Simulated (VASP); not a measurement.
# N (Im-3m) in VASP: single point with PBEsol

Aim: the single point of N with PBEsol.

Everything below comes from runs of VASP 6.6.1. Logs are shortened: lines on timing, memory, paths and dates and some standing lists are left out, and cuts for length are marked.

## 1. The cell of the first run

Symmetry: Im-3m, No. 229, cubic system. Conventional cell: a = 2.398 Å, b = 2.398 Å, c = 2.398 Å, α = 90.00°, β = 90.00°, γ = 90.00°. N (site symmetry m-3m) has 14 N at 2.08 to 2.40 Å within 2.8 Å.

## 2. Single point, PBEsol

File INCAR:

```
ALGO = Normal ; EDIFF = 1E-6
ENCUT = 520 ; GGA = PS
ISIF = 2 ; ISMEAR = -1
LASPH = T ; LCHARG = F
LREAL = F ; LWAVE = F
NBANDS = 8 ; NELM = 60
PREC = Accurate ; SIGMA = 0.13605693000000002
```

File KPOINTS:

```
k-points
0
Gamma
  18 18 18
```

File POSCAR:

```
N
1.0
   -1.1991313158      1.1991313158      1.1991313158
    1.1991313158     -1.1991313158      1.1991313158
    1.1991313158      1.1991313158     -1.1991313158
N
1
Direct
    0.0000000000      0.0000000000      0.0000000000
```

Potentials or basis: VASP PAW PBE potentials, release 64 (N).

Run with:

```sh
cat potpaw_PBE.64/N/POTCAR > POTCAR
mpirun -np 1 vasp_std > vasp.out
```

OUTCAR:

```text
EDIFF = 1E-6
   ENCUT = 520
   GGA = PS
   ISIF = 2
   ISMEAR = -1
   LASPH = T
   LREAL = F
   NELM = 60
   PREC = Accurate

 ion  position               nearest neighbor table
   1  0.000  0.000  0.000-

  LATTYP: Found a body centered cubic cell.
 ALAT       =     2.3982626316

  Lattice vectors:

 A1 = (  -1.1991313158,   1.1991313158,   1.1991313158)
 A2 = (   1.1991313158,  -1.1991313158,   1.1991313158)
 A3 = (   1.1991313158,   1.1991313158,  -1.1991313158)

Analysis of symmetry for initial positions (statically):
=====================================================================
 Subroutine PRICEL returns:
 Original cell was already a primitive cell.

 Routine SETGRP: Setting up the symmetry group for a
 body centered cubic supercell.

 Subroutine GETGRP returns: Found 48 space group operations
 (whereof 48 operations were pure point group operations)
 out of a pool of 48 trial point group operations.

The static configuration has the point symmetry O_h .

Analysis of symmetry for dynamics (positions and initial velocities):
=====================================================================
 Subroutine PRICEL returns:
 Original cell was already a primitive cell.

 Routine SETGRP: Setting up the symmetry group for a
 body centered cubic supercell.

 Subroutine GETGRP returns: Found 48 space group operations
 (whereof 48 operations were pure point group operations)
 out of a pool of 48 trial point group operations.

The dynamic configuration has the point symmetry O_h .

 Subroutine INISYM returns: Found 48 space group operations
 (whereof 48 operations are pure point group operations),
 and found     1 'primitive' translations

----------------------------------------------------------------------------------------

                                     Primitive cell

  volume of cell :       6.8970

  direct lattice vectors                    reciprocal lattice vectors
    -1.199131316  1.199131316  1.199131316     0.000000000  0.416968512  0.416968512
     1.199131316 -1.199131316  1.199131316     0.416968512  0.000000000  0.416968512
     1.199131316  1.199131316 -1.199131316     0.416968512  0.416968512  0.000000000

  length of vectors
     2.076956364  2.076956364  2.076956364     0.589682524  0.589682524  0.589682524

  position of ions in fractional coordinates (direct lattice)
     0.000000000  0.000000000  0.000000000

  ion indices of the primitive-cell ions
   primitive index   ion index
                 1           1

----------------------------------------------------------------------------------------

 KPOINTS: k-points

Automatic generation of k-mesh.
 Grid dimensions read from file:
 generate k-points for:   18   18   18

 Generating k-lattice:

  Cartesian coordinates                     Fractional coordinates (reciprocal lattice)
     0.000000000  0.023164917  0.023164917     0.055555556  0.000000000  0.000000000
     0.023164917  0.000000000  0.023164917     0.000000000  0.055555556  0.000000000
     0.023164917  0.023164917  0.000000000     0.000000000  0.000000000  0.055555556

  Length of vectors
     0.032760140  0.032760140  0.032760140

  Shift w.r.t. Gamma in fractional coordinates (k-lattice)
     0.000000000  0.000000000  0.000000000

 Subroutine IBZKPT returns following result:
 ===========================================

 Found    195 irreducible k-points:

 Following reciprocal coordinates:
            Coordinates               Weight
  0.000000  0.000000  0.000000      1.000000
  0.055556  0.000000  0.000000     12.000000
  0.111111  0.000000  0.000000     12.000000
  0.166667  0.000000  0.000000     12.000000
  0.222222  0.000000  0.000000     12.000000
  0.277778  0.000000  0.000000     12.000000
[... 16 lines left out ...]
  0.333333  0.111111 -0.000000     48.000000
  0.388889  0.111111  0.000000     48.000000
 [... further k-points ...]
   k-points           NKPTS =    195   k-points in BZ     NKDIM =    195   number of bands    NBANDS=      8
   number of dos      NEDOS =    301   number of ions     NIONS =      1
   total plane-waves  NPLWV =   4096
   dimension x,y,z NGX =    16 NGY =   16 NGZ =   16
   dimension x,y,z NGXF=    32 NGYF=   32 NGZF=   32
   ions per type =               1
   NGX,Y,Z   is equivalent  to a cutoff of  12.81, 12.81, 12.81 a.u.
   NGXF,Y,Z  is equivalent  to a cutoff of  25.61, 25.61, 25.61 a.u.
 SYSTEM =  unknown system
   PREC   = accura    normal or accurate (medium, high low for compatibility)
   ISTART =      0    job   : 0-new  1-cont  2-samecut
   ICHARG =      2    charge: 1-file 2-atom 10-const
   ISPIN  =      1    spin polarized calculation?
   LNONCOLLINEAR =      F non collinear calculations
   LSORBIT =      F    spin-orbit coupling
   LASPH  =      T    aspherical Exc in radial PAW
   ENCUT  =  520.0 eV  38.22 Ry    6.18 a.u.   3.86  3.86  3.86*2*pi/ulx,y,z
   NELM   =     60;   NELMIN=  2; NELMDL= -5     # of ELM steps
   EDIFF  = 0.1E-05   stopping-criterion for ELM
   LREAL  =      F    real-space projection
   EDIFFG = 0.1E-04   stopping-criterion for IOM
   NSW    =      0    number of steps for IOM
   IBRION =     -1    ionic relax: 0-MD 1-quasi-New 2-CG
   NFREE  =      0    steps in history (QN), initial steepest desc. (CG)
   ISIF   =      2    stress and relaxation
   ISYM   =      2    0-nonsym 1-usesym 2-fastsym
   POTIM  = 0.5000    time-step for ionic-motion
   TEBEG  =    0.0;   TEEND  =   0.0 temperature during run
   PSTRESS=    0.0 pullay stress
   NELECT =       5.0000    total number of electrons
   NUPDOWN=      -1.0000    fix difference up-down
   EMIN   =  10.00;   EMAX   =-10.00  energy-range for DOS
   EFERMI =   0.00;   METHOD = LEGACY
   ISMEAR =    -1;   SIGMA  =   0.14  broadening in eV -4-tet -1-fermi 0-gaus
   EFERMI_NEDOS =   21; number of points for ismear=-14 and -15
   IALGO  =     38    algorithm
   IMIX   =      4    mixing-type and parameters
     AMIX     =   0.40;   BMIX     =  1.00
     AMIX_MAG =   1.60;   BMIX_MAG =  1.00
  volume/ion in A,a.u.               =       6.90        46.54
  Fermi-wavevector in a.u.,A,eV,Ry     =   1.470657  2.779139 29.427120  2.162832
  Thomas-Fermi vector in A             =   2.585887
   LORBIT       =      0    0 simple, 1 ext, 2 COOP (PROOUT), +10 PAW based schemes
   GGA     = PS    functional components
   LHFCALC =     F    Hartree Fock is set to
   AEXX    =    0.0000 exact exchange contribution
   IVDW    =     0    specifies the selected vdW correction
   LEPSILON=     F    determine dielectric tensor
   LRPA    =     F    only Hartree local field effects (RPA)
 non-spin polarized calculation
  energy-cutoff  :      520.00
  volume of cell :        6.90
 maximum number of plane-waves:       197
   NGX =  7   NGY =  7   NGZ =  7

 number of electron       5.0000001 magnetization

 Free energy of the ion-electron system (eV)
  ---------------------------------------------------
  ext. energy  EPLUGINS =         0.00000000
  ---------------------------------------------------
  free energy    TOTEN  =        -4.57727273 eV

  energy without entropy =       -4.54552032  energy(sigma->0) =       -4.56139653

 E-fermi :   6.4401     XC(G=0): -13.3111

 val. band max:        6.4360659698   @ k =   0.3889   0.1111   0.0556
 cond. band min:       6.4649862888   @ k =  -0.1667   0.2778   0.0556
 fundamental gap:      0.0289203190
 Fermi energy:         6.4401116360

 k-point     1 :       0.0000    0.0000    0.0000
  band No.  band energies     occupation
      1     -14.6781      2.00000
      2      11.1723      0.00000
      3      11.1723      0.00000
      4      11.1723      0.00000
      5      32.5971      0.00000
      6      41.1186      0.00000
      7      41.1186      0.00000
      8      41.1186      0.00000

 k-point     2 :       0.0556    0.0000    0.0000
  band No.  band energies     occupation
      1     -14.5492      2.00000
      2      10.8743      0.00000
      3      11.0494      0.00000
      4      11.1503      0.00000
      5      32.7019      0.00000
      6      40.0702      0.00000
      7      40.1829      0.00000
      8      41.5079      0.00000

 k-point     3 :       0.1111    0.0000    0.0000
  band No.  band energies     occupation
      1     -14.1624      2.00000
      2      10.0091      0.00000
      3      10.7081      0.00000
      4      11.0878      0.00000
      5      32.9356      0.00000
      6      37.4044      0.00000
      7      38.3803      0.00000
      8      42.6475      0.00000

 k-point     4 :       0.1667    0.0000    0.0000
  band No.  band energies     occupation
      1     -13.5220      2.00000
      2       8.6493      0.00000
      3      10.2135      0.00000
      4      10.9900      0.00000
      5      32.7932      0.00000
      6      35.2497      0.00000
      7      36.5470      0.00000
      8      42.4471      0.00000

 k-point     5 :       0.2222    0.0000    0.0000
  band No.  band energies     occupation
      1     -12.6359      2.00000
      2       6.8991      0.06629
      3       9.6469      0.00000
      4      10.8670      0.00000
      5      31.3044      0.00000
      6      34.9109      0.00000
      7      34.9749      0.00000
      8      42.0734      0.00000
[... 177 lines left out ...]
 k-point    22 :       0.2778    0.1111    0.0000
  band No.  band energies     occupation
      1      -9.8328      2.00000
      2       2.8645      2.00000
      3       7.7865      0.00010
      4      10.0914      0.00000
      5      28.9879      0.00000
      6      32.1754      0.00000
      7      35.4451      0.00000
      8      42.9115      0.00000

 k-point    23 :       0.3333    0.1111   -0.0000
  band No.  band energies     occupation
      1      -8.3701      2.00000
      2       0.8387      2.00000
      3       7.2976      0.00366
      4       9.9505      0.00000
      5      28.1346      0.00000
      6      31.7495      0.00000
      7      35.8029      0.00000
      8      43.4368      0.00000

 k-point    24 :       0.3889    0.1111    0.0000
  band No.  band energies     occupation
      1      -6.9307      2.00000
      2      -0.9748      2.00000
      3       6.9978      0.03263
      4       9.8583      0.00000
      5      27.6355      0.00000
      6      31.4840      0.00000
      7      36.0728      0.00000
      8      43.8876      0.00000

 [... further k-points ...]

------------------------ aborting loop because EDIFF is reached ----------------------------------------

  FORCE on cell =-STRESS in cart. coord.  units (eV):
  Direction    XX          YY          ZZ          XY          YZ          ZX
  --------------------------------------------------------------------------------------
  -------------------------------------------------------------------------------------
  Total       -0.0387222     -0.0387222     -0.0387222     -0.0000000     -0.0000000      0.0000000
  in kB       -8.9951838     -8.9951838     -8.9951838     -0.0000000     -0.0000000      0.0000000
  external PRESSURE =      -8.9951838 kB  Pullay stress =       0.0000000 kB

 VOLUME and BASIS-vectors are now :
 -----------------------------------------------------------------------------
  energy-cutoff  :      520.00
  volume of cell :        6.90
      direct lattice vectors                 reciprocal lattice vectors
    -1.199131316  1.199131316  1.199131316     0.000000000  0.416968512  0.416968512
     1.199131316 -1.199131316  1.199131316     0.416968512  0.000000000  0.416968512
     1.199131316  1.199131316 -1.199131316     0.416968512  0.416968512  0.000000000

 POSITION                                       TOTAL-FORCE (eV/Angst)
 -----------------------------------------------------------------------------------
      0.00000      0.00000      0.00000         0.000000      0.000000     -0.000000
 -----------------------------------------------------------------------------------
    total drift:                               -0.000000     -0.000000      0.000000

  FREE ENERGIE OF THE ION-ELECTRON SYSTEM (eV)
  ---------------------------------------------------
  free  energy   TOTEN  =        -4.5772727318 eV

  energy  without entropy=       -4.5455203184  energy(sigma->0) =       -4.56139653
```

It took 9.7 s on 1 thread of AMD EPYC 7R13, shared host; peak memory 0.08 GiB.

Results:

```yaml
Free_energy: -4.5773 eV
Pressure: -0.9 GPa
Band_gap_on_the_k_mesh: zero (an odd number of electrons rules out a gap without spin polarisation)
```

Levels at points of the mesh, in eV from the Fermi level:
```
           k point  band 1  band 2  band 3  band 4  band 5  band 6  band 7
(0.00, 0.00, 0.00)  -21.12    4.73    4.73    4.73   26.16   34.68   34.68
(0.50, 0.00, 0.00)  -12.88   -8.69    1.44    3.96   20.11   24.62   30.46
(0.50, 0.50, 0.50)   -7.38   -2.98   -2.98   -2.98   14.06   14.06   39.90
```

Caveat: the PAW data sets were made with another functional, which shifts forces and pressure a little.
